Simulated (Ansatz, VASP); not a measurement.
Ni in VASP and in Ansatz

```
Ni
1.0
     0.00000    3.54390    3.54390
     1.77195    0.00000    1.77195
     1.77195    1.77195    0.00000
Ni
2
Direct
  0.00000 0.00000 0.00000
  0.50000 0.00000 0.00000
```

Change from the starting cell: parallel moments scaled by 0.1, plain SCF.

Alike in both runs: task single point; functional PBE; k mesh 6 × 12 × 12; occupations fermi-dirac, width 0.1 eV; collinear spin.

```csv
,VASP,Ansatz
version,VASP 6.6.1,Ansatz 0.2.0
potentials or method,"VASP PAW PBE potentials, release 64 (Ni), cutoff 600 eV","PAW, plane waves, scalar-relativistic"
valence electrons in the cell,20,36
```

Ansatz gave:

```
pressure (GPa)                                                : -3.5
net moment per atom (μB)                                      : 0.66
size of the moment on the site where the two differ most (μB) : 0.70
```

Question: Which values does VASP return?

Answer: Pressure (GPa): -3.6; net moment per atom (μB): 0.64; size of the moment on the site where the two differ most (μB): 0.65.

Site moments also hang on the region over which each program counts them. VASP's potentials hold 20 valence electrons a cell and Ansatz's 36, so a difference there can come from the potentials and not from the codes.
